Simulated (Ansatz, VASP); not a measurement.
**CdIn2O4: VASP beside Ansatz**

```
CELL_PARAMETERS angstrom
0.00000 4.65778 4.65778
4.65778 0.00000 4.65778
4.65778 4.65778 0.00000
ATOMIC_POSITIONS crystal
Cd 0.00000 0.00000 0.00000
Cd 0.25000 0.25000 0.25000
In 0.62500 0.62500 0.62500
In 0.12500 0.62500 0.62500
In 0.62500 0.62500 0.12500
In 0.62500 0.12500 0.62500
O 0.86195 0.86195 0.86195
O 0.83586 0.38805 0.38805
O 0.86195 0.86195 0.41414
O 0.38805 0.83586 0.38805
O 0.41414 0.86195 0.86195
O 0.38805 0.38805 0.38805
O 0.86195 0.41414 0.86195
O 0.38805 0.38805 0.83586
```

Alike in both runs: functional PBE; k mesh 6 × 6 × 6; occupations fermi-dirac, width 0.02 eV; no spin polarisation.

Ansatz relaxed the structure, and its values are those at the end. VASP's run is a single point on that final structure, the one shown.

```csv
,VASP,Ansatz
version,VASP 6.6.1,Ansatz 0.2.0
potentials or method,"VASP PAW PBE potentials, release 64 (Cd, In_d, O), cutoff 600 eV",PAW plane waves
valence electrons in the cell,124,140
```

```csv
,VASP,Ansatz,Ansatz less VASP
gap on the k mesh at the Fermi level (eV),0.91,0.92,+0.007
pressure (GPa),0.5,0.0,-0.46
rms of the force components (eV/Å),0.011,0.000,-0.0114
```

VASP's potentials hold 124 valence electrons a cell and Ansatz's 140, so a difference there can come from the potentials and not from the codes.
